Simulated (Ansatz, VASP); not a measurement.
Two plane-wave programs on Li3ClO

File INCAR:

```
PREC = Accurate
ENCUT = 520
EDIFF = 1E-6
ISMEAR = 0
SIGMA = 0.05
LREAL = F
LASPH = T
NELM = 60
ALGO = Normal
ISIF = 2
LWAVE = F
LCHARG = F
GGA = CA
NBANDS = 19
```

KPOINTS

```
Automatic mesh
0
Gamma
  6 6 6
```

POSCAR

```
Li3ClO
1.0
    3.9618825168      0.0000000000      0.0000000000
    0.0000000000      3.9618825168      0.0000000000
    0.0000000000      0.0000000000      3.8034072161
Li Cl O
3 1 1
Direct
    0.0000000000      0.5000000000      0.5000000000
    0.5000000000      0.0000000000      0.5000000000
    0.5000000000      0.5000000000      0.0000000000
    0.0000000000      0.0000000000      0.0000000000
    0.5000000000      0.5000000000      0.5000000000
```

Input for Ansatz:

```yaml
crystal:
  lattice:
    - [3.9618825168, 0.0, 0.0]
    - [0.0, 3.9618825168, 0.0]
    - [0.0, 0.0, 3.8034072161]
  atoms:
    - { symbol: Li, position: [0.0, 0.5, 0.5] }
    - { symbol: Li, position: [0.5, 0.0, 0.5] }
    - { symbol: Li, position: [0.5, 0.5, 0.0] }
    - { symbol: Cl, position: [0.0, 0.0, 0.0] }
    - { symbol: O, position: [0.5, 0.5, 0.5] }
basis:
  ecutwfc: 420
kpoints:
  mp_grid: { grid: [6, 6, 6] }
hamiltonian:
  xc: lda
scf:
  occupations: { method: gaussian, width: 0.05 }
output:
  forces: true
  stress: true
  eigenvalues: true
```

Alike in both runs: task single point; functional LDA; k mesh 6 × 6 × 6; occupations gaussian, width 0.05 eV; no spin polarisation.

```csv
,VASP,Ansatz
version,VASP 6.6.1,Ansatz 0.2.0
potentials or method,"VASP PAW LDA potentials, release 64 (Li_sv, Cl, O), cutoff 520 eV","scalar-relativistic, plane waves, PAW"
valence electrons in the cell,22,22
```

|  | VASP | Ansatz | Ansatz less VASP |
| --- | --- | --- | --- |
| gap on the k mesh at the Fermi level (eV) | 4.51 | 4.51 | -0.003 |
| least direct gap on the mesh (eV) | 4.52 | 4.52 | -0.003 |

LDA's correlation is that of Perdew and Zunger in VASP and of Perdew and Wang (1992) in Ansatz.

Noted on VASP's run: the cutoff is short for stress, so the pressure is rough.
